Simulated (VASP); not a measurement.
Runs of VASP 6.6.1 on Y. The structure is that of space group P6_3/mmc (No. 194), or close to it. The cells are those of the table. 

```tsv
level	cell	gap on the mesh (eV)	pressure (GPa)
PBE	a = 2.723, b = 2.723, c = 4.609 Å, angles 90.0, 90.0, 120.0°, 2 atoms	none	100.4
PBE	a = 3.299, b = 3.299, c = 5.235 Å, angles 90.0, 90.0, 120.0°, 2 atoms	none	(a)
PBE	a = 2.930, b = 2.930, c = 4.866 Å, angles 90.0, 90.0, 120.0°, 2 atoms	none	56.0
PBE	a = 2.617, b = 2.617, c = 4.437 Å, angles 90.0, 90.0, 120.0°, 2 atoms	none	(b)
PBE+D3(BJ)	a = 2.930, b = 2.930, c = 4.866 Å, angles 90.0, 90.0, 120.0°, 2 atoms	none	50.3
```

Alike in all rows: task single point; potentials or basis VASP PAW PBE potentials, release 64 (Y_sv); no spin polarisation; k mesh 14 × 14 × 7; cutoff (eV) 520; smearing fermi-dirac 0.05 eV.

Question: Estimate the missing entries.

Answer: (a) 17.1; (b) 140.6.

Caveats: the cell stands under pressure; three body term missing (at least some runs).

A k mesh can miss the band edges, and the runs leave out spin-orbit coupling on Y.

A gap of «none» marks levels without a gap at the run's occupations.
